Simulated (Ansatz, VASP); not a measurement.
## One calculation of Si2Ni, two programs

```
Ni Si
1.0
     0.00000    2.70300    2.70300
     2.70300    0.00000    2.70300
     2.70300    2.70300    0.00000
Ni Si
1 2
Direct
  0.00000 0.00000 0.00000
  0.75000 0.75000 0.75000
  0.25000 0.25000 0.25000
```

Alike in both runs: functional PBEsol; k mesh 9 × 9 × 9; occupations fermi-dirac, width 0.05 eV; collinear spin; Hubbard terms Ni d U = 6.0 eV.

|  | VASP | Ansatz |
| --- | --- | --- |
| version | VASP 6.6.1 | Ansatz 0.2.0 |
| potentials or method | VASP PAW PBE potentials, release 64 (Ni, Si) | Ansatz PAW |
| plane-wave cutoff (eV) | 520 | 420 |
| valence electrons in the cell | 18 | 26 |
| task | single point | projected density of states |

|  | VASP | Ansatz | Ansatz less VASP |
| --- | --- | --- | --- |
| gap on the k mesh at the Fermi level (eV) | none | none | - |
| pressure (GPa) | -6.9 | -1.2 | +5.75 |
| net moment per atom (μB) | 0.00 | 0.00 | 0.000 |

VASP's potentials were made for PBE, not for PBEsol. The programs project onto different local orbitals, so the same U acts differently, and such runs can settle in different states. A gap of «none» marks a metal or a gap that the smearing closes. VASP's potentials hold 18 valence electrons a cell and Ansatz's 26, so a difference there can come from the potentials and not from the codes.

Noted on Ansatz's run: the magnetic or orbital state may not be the lowest.
